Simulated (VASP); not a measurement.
Mg2ZnS3:

```
Mg Zn S
1.0
     6.63552    0.00000    0.00000
    -3.31776    5.74653    0.00000
     0.00000    0.00000    6.26675
Mg Zn S
4 2 6
Direct
  0.33333 0.33333 0.00000
  0.00000 0.66667 0.00000
  0.66667 0.00000 0.00000
  0.00000 0.00000 0.50000
  0.66667 0.33333 0.50000
  0.33333 0.66667 0.50000
  0.33333 0.33333 0.38500
  0.00000 0.66667 0.38500
  0.66667 0.00000 0.38500
  0.66667 0.33333 0.88500
  0.33333 0.66667 0.88500
  0.00000 0.00000 0.88500
```

* Program: VASP 6.6.1
* Task: relaxation of cell and atoms
* Functional: PBE
* Potentials or basis: VASP PAW PBE potentials, release 64 (Mg, Zn, S)
* Cutoff: 600 eV
* k mesh: 3 × 3 × 4
* Occupations: gaussian, width 0.1 eV
* Spin: no spin polarisation

At the start: pressure 8.0 GPa; volume 19.91 Å³/atom.

Task: Where does the relaxation end?

Result: Over 7 steps the energy falls by 65.2 meV/atom and the volume is 22.17 Å³/atom (+11.3 %); space group P31m (No. 157, to 0.05 Å).

The path:
| step | energy change (eV) | largest force (eV/Å) | pressure (GPa) | volume (Å³) |
| --- | --- | --- | --- | --- |
| 1 | 0.0000 | 0.9235 | 7.99 | 238.96 |
| 2 | -0.6823 | 0.2898 | -1.97 | 274.93 |
| 3 | -0.7340 | 0.3634 | -0.23 | 266.38 |
| 4 | -0.7622 | 0.2234 | -0.11 | 265.76 |
| 5 | -0.7789 | 0.1072 | 0.11 | 264.83 |
| 6 | -0.7820 | 0.0622 | -0.04 | 265.49 |
| 7 | -0.7827 | 0.0259 | -0.17 | 266.04 |

Final structure:
```xyz
12
Lattice="6.9054 0.0000 0.0000 -3.4527 5.9802 0.0000 0.0000 0.0000 6.4422" Properties=species:S:1:pos:R:3 pbc="T T T"
Mg    1.1604    2.0099    0.0139
Mg   -2.2923    3.9704    0.0139
Mg    4.5846    0.0000    0.0139
Mg    0.0000    0.0000    3.2381
Zn    3.4527    1.9934    3.2520
Zn    0.0000    3.9868    3.2520
S     1.1878    2.0573    2.4933
S    -2.2649    3.9229    2.4933
S     4.5298    0.0000    2.4933
S     3.4527    1.9934    5.6199
S     0.0000    3.9868    5.6199
S     0.0000    0.0000    5.7048
```
